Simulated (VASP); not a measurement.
Write the native input for VASP 6.6.1 that does the following.

```
Task                   : electric field gradients
Functional             : LDA
Potentials or basis    : VASP PAW LDA potentials, release 64 (Sr_sv, O)
Cutoff                 : 520 eV
k mesh                 : 8 × 8 × 8
Occupations            : fermi-dirac, width 0.02 eV
Spin                   : no spin polarisation
Dipole correction      : no
Further INCAR settings : ALGO = Normal; EDIFF = 1e-08; NBANDS = 15
```

The structure of SrO lies in POSCAR:

```
SrO
1.0
    0.0000000000      2.5482040210      2.5482040210
    2.5482040210      0.0000000000      2.5482040210
    2.5482040210      2.5482040210      0.0000000000
Sr O
1 1
Direct
    0.0000000000      0.0000000000      0.0000000000
    0.5000000000      0.5000000000      0.5000000000
```

This cell differs from its parent crystal: volume scaled by 0.975.

One way to write it, as run:

INCAR

```
SYSTEM = SrO
PREC = Accurate
ENCUT = 520
EDIFF = 1E-8
ISMEAR = -1
SIGMA = 0.02
LREAL = .False.
LASPH = .True.
NELM = 100
ALGO = Normal
ISIF = 2
LWAVE = .False.
LCHARG = .False.
GGA = CA
LEFG = .True.
NBANDS = 15
```

KPOINTS

```
regular mesh
0
Gamma
  8 8 8
  0 0 0
```

Potentials or basis: VASP PAW LDA potentials, release 64 (Sr_sv, O).

Command:

```sh
$ cat potpaw_LDA.64/Sr_sv/POTCAR potpaw_LDA.64/O/POTCAR > POTCAR
$ mpirun -np 1 vasp_std > vasp.out
```

It gave:

- Pressure: -1.1 GPa
- Band gap on the k mesh: 3.08 eV, indirect (least direct gap 3.14 eV)

Caveat: without QUAD_EFG the Cq values of the log hold for a quadrupole moment of 1 mb, not for the nuclei.

Wall time 12 s on 1 thread of Intel(R) Xeon(R) Platinum 8488C (Sapphire Rapids) (shared host), peak memory 0.15 GiB.
